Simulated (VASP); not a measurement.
# CaTiSe3: relaxation of cell and atoms with PBE

Crystal: CaTiSe3.

```xyz
5
Lattice="5.0381 0.0000 0.0000 0.0000 5.0381 0.0000 0.0000 0.0000 5.0381" Properties=species:S:1:pos:R:3 pbc="T T T"
Ca    2.5191    2.5191    2.5191
Ti    0.0000    0.0000    0.0000
Se    2.5191    0.0000    0.0000
Se    0.0000    2.5191    0.0000
Se    0.0000    0.0000    2.5191
```

| Property | Result |
| --- | --- |
| Program | VASP 6.6.1 |
| Task | relaxation of cell and atoms |
| Functional | PBE |
| Potentials or basis | VASP PAW PBE potentials, release 64 (Ca_sv, Ti_sv, Se) |
| Cutoff | 600 eV |
| k mesh | 8 × 8 × 8 |
| Occupations | gaussian, width 0.1 eV |
| Spin | no spin polarisation |
| Dipole correction | no |
| Further INCAR settings | ALGO = Normal; EDIFF = 1e-06; IBRION = 2; EDIFFG = -0.01; NSW = 100; ISIF = 3 |

```
Relaxed volume                        : 24.90 Å³/atom
Relaxed cell                          : a = 4.993 Å, b = 4.993 Å, c = 4.993 Å, α = 90.00°, β = 90.00°, γ = 90.00°
Space group after relaxing (to 0.1 Å) : Pm-3m (No. 221)
Energy gained by relaxing             : 3.5 meV/atom
Ionic steps                           : 3
Pressure after relaxing               : 0.0 GPa
Band gap on the k mesh                : zero (bands 20 and 21 overlap by 0.62 eV)
```

The path:
```
step  energy change (eV)  largest force (eV/Å)  pressure (GPa)  volume (Å³)
   1              0.0000                0.0000           -1.61       127.88
   2             -0.0148                0.0000            0.67       123.19
   3             -0.0174                0.0000            0.00       124.48
```

Final structure:
```
Ca Ti Se
1.0
     4.99305    0.00000    0.00000
     0.00000    4.99305    0.00000
     0.00000    0.00000    4.99305
Ca Ti Se
1 1 3
Direct
  0.50000 0.50000 0.50000
  0.00000 0.00000 0.00000
  0.50000 0.00000 0.00000
  0.00000 0.50000 0.00000
  0.00000 0.00000 0.50000
```

Levels at points of the mesh, in eV from the Fermi level:
| k point | band 16 | band 17 | band 18 | band 19 | band 20 | band 21 | band 22 | band 23 | band 24 |
| --- | --- | --- | --- | --- | --- | --- | --- | --- | --- |
| (0.00, 0.00, 0.00) | -1.32 | -1.32 | -0.46 | -0.46 | -0.46 | -0.42 | -0.42 | -0.42 | 0.76 |
| (0.50, 0.00, 0.00) | -2.91 | -2.91 | -2.18 | -0.84 | -0.84 | -0.33 | 0.85 | 1.28 | 1.28 |
| (0.50, 0.50, 0.00) | -2.98 | -2.86 | -2.40 | -2.40 | 0.03 | 1.02 | 1.17 | 1.17 | 1.33 |
| (0.50, 0.50, 0.50) | -3.61 | -3.61 | 0.20 | 0.20 | 0.20 | 1.22 | 1.22 | 1.22 | 1.37 |

It took 12 min on 1 thread of AMD EPYC 7571, with other jobs on the host, peak memory 0.32 GiB.
